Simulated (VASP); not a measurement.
A run of VASP 6.6.1 is set up as follows.

File INCAR:

```
PREC = Accurate
ENCUT = 520
EDIFF = 1E-6
ISMEAR = 0
SIGMA = 0.15
LREAL = False
LASPH = True
NELM = 60
ALGO = Fast
ISIF = 2
LWAVE = False
LCHARG = True
GGA = PE
LELF = True
LVHAR = True
NBANDS = 54
```

Contents of KPOINTS:

```
regular mesh
0
Gamma
  13 18 5
```

Contents of POSCAR:

```
Cu
1.0
    3.6150000000      0.0000000000      0.0000000000
    0.0000000000      1.8075000000     -1.8075000000
    0.0000000000      7.2300000000      7.2300000000
Cu
8
Direct
    0.0000000000      0.0000000000      0.0000000000
    0.5000000000      0.5000000000      0.1250000000
    0.0000000000      0.0000000000      0.2500000000
    0.5000000000      0.5000000000      0.3750000000
    0.0000000000      0.0000000000      0.5000000000
    0.5000000000      0.5000000000      0.6250000000
    0.0000000000      0.0000000000      0.7500000000
    0.5000000000      0.5000000000      0.8750000000
```

Potentials or basis: VASP PAW PBE potentials, release 64 (Cu).

The run is started by

```sh
$ cat potpaw_PBE.64/Cu/POTCAR > POTCAR
$ mpirun -np 1 vasp_std > vasp.out
```

Question: What does it give for the pressure?

Answer: 2.3 GPa.

Question: Predict the band gap on the k mesh.

Answer: Zero (bands 44 and 45 overlap by 3.67 eV).
